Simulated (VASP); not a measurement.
Write the native input for VASP 6.6.1 that does the following.

| Property | Result |
| --- | --- |
| Task | single point |
| Functional | PBE |
| Potentials or basis | VASP PAW PBE potentials, release 64 (Al, Pd_sv_GW) |
| Cutoff | 630 eV |
| k mesh | 4 × 4 × 4 |
| Occupations | gaussian, width 0.1 eV |
| Spin | no spin polarisation |
| Dipole correction | no |
| Further INCAR settings | ALGO = Normal; EDIFF = 1e-06; NBANDS = 46 |

The structure of AlPd4 lies in POSCAR:

```
AlPd4
1.0
    3.7658499200      0.0000000000      0.0000000000
    0.0000000000      3.7658499200      0.0000000000
    0.0000000000      0.0000000000      3.7658499200
Al Pd
1 4
Direct
    0.0000000000      0.0000000000      0.0000000000
    0.6700297400      0.6700297400      0.6700297400
    0.3299702600      0.3299702600      0.6700297400
    0.3299702600      0.6700297400      0.3299702600
    0.6700297400      0.3299702600      0.3299702600
```

The cell was generated, and may not be a known phase.

The input as run:

INCAR

```
SYSTEM = AlPd4
  ALGO = Normal
  EDIFF = 1E-6
  ENCUT = 630
  GGA = PE
  GGA_COMPAT = .FALSE.
  ISIF = 2
  ISMEAR = 0
  LASPH = .TRUE.
  LCHARG = .TRUE.
  LELF = .TRUE.
  LREAL = .FALSE.
  LVHAR = .TRUE.
  LWAVE = .FALSE.
  NBANDS = 46
  NELM = 120
  PREC = Accurate
  SIGMA = 0.1
```

KPOINTS

```
k-points
0
G
  4 4 4
  0 0 0
```

Potentials or basis: VASP PAW PBE potentials, release 64 (Al, Pd_sv_GW).

Launch:

```console
$ cat potpaw_PBE.64/Al/POTCAR potpaw_PBE.64/Pd_sv_GW/POTCAR > POTCAR
$ mpirun -np 1 vasp_std > vasp.out
```

Results of the run:

The pressure is 431.8 GPa, the largest force is 76.930 eV/Å and the band gap on the k mesh is zero (an odd number of electrons rules out a gap without spin polarisation).

Caveat: the k points lie up to 0.42 Å⁻¹ apart, too coarse for converged energies and pressures of a metal; atoms lie so close that the PAW spheres overlap strongly, which falsifies energies and pressures; forces of over 1 eV/Å act on the atoms, so gaps and moduli don't describe the material at rest.

Wall time 58 s on 1 thread of Intel(R) Xeon(R) Platinum 8175M CPU @ 2.50GHz (Skylake/Cascade Lake) (shared host), peak memory 0.19 GiB.
